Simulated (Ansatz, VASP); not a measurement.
As: VASP beside Ansatz

```
As
1.0
     1.87987    1.08534    3.57513
    -1.87987    1.08534    3.57513
     0.00000   -2.17068    3.57513
As
2
Cartesian
  0.0000 0.0000 2.4239
  0.0000 0.0000 8.3015
```

Alike in both runs: functional r2SCAN; dispersion rVV10; k mesh 15 × 15 × 15; occupations gaussian, width 0.1 eV; no spin polarisation.

Ansatz relaxed the structure, and its values are those at the end. VASP's run is a single point on that final structure, the one shown.

|  | VASP | Ansatz |
| --- | --- | --- |
| version | VASP 6.6.1 | Ansatz 0.2.0 |
| potentials or method | VASP PAW PBE potentials, release 64 (As_d), cutoff 660 eV | scalar-relativistic, plane waves, PAW |
| valence electrons in the cell | 30 | 30 |

Ansatz gave:

| Quantity | Value |
| --- | --- |
| gap on the k mesh at the Fermi level (eV) | none |
| pressure (GPa) | 0.0 |
| rms of the force components (eV/Å) | 0.000 |

**Question.** Which values does VASP return?

**Answer.** gap on the k mesh at the Fermi level (eV): none; pressure (GPa): 0.3; rms of the force components (eV/Å): 0.019.

VASP's potentials were made for PBE, not for r2SCAN. A gap of «none» marks a metal or a gap that the smearing closes.
